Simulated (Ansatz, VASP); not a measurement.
# Two plane-wave programs on K3I2Br

```xyz
6
Lattice="4.4755 0.0000 0.0000 -2.2378 3.8759 0.0000 0.0000 0.0000 11.5680" Properties=species:S:1:pos:R:3 pbc="T T T"
K     0.0000    0.0000    5.7840
K     0.0000    2.5839    1.7363
K     2.2378    1.2920    9.8317
I     0.0000    2.5839    7.8087
I     2.2378    1.2920    3.7594
Br    0.0000    0.0000    0.0000
```

Alike in both runs: functional LDA; k mesh 6 × 6 × 2; occupations gaussian, width 0.05 eV; no spin polarisation.

Ansatz relaxed the structure, and its values are those at the end. VASP's run is a single point on that final structure, the one shown.

|  | VASP | Ansatz |
| --- | --- | --- |
| version | VASP 6.6.1 | Ansatz 0.2.0 |
| potentials or method | VASP PAW LDA potentials, release 64 (K_sv, I, Br), cutoff 520 eV | scalar-relativistic, plane waves, PAW |
| valence electrons in the cell | 48 | 68 |

|  | VASP | Ansatz | Ansatz less VASP |
| --- | --- | --- | --- |
| gap on the k mesh at the Fermi level (eV) | 3.90 | 3.90 | -0.008 |
| least direct gap on the mesh (eV) | 3.90 | 3.90 | -0.008 |
| pressure (GPa) | 2.4 | 2.3 | -0.12 |

LDA's correlation is that of Perdew and Zunger in VASP and of Perdew and Wang (1992) in Ansatz. VASP's potentials hold 48 valence electrons a cell and Ansatz's 68, so a difference there can come from the potentials and not from the codes. Ansatz's warnings: stress scf threshold loose.

Neither program's run includes spin-orbit coupling.
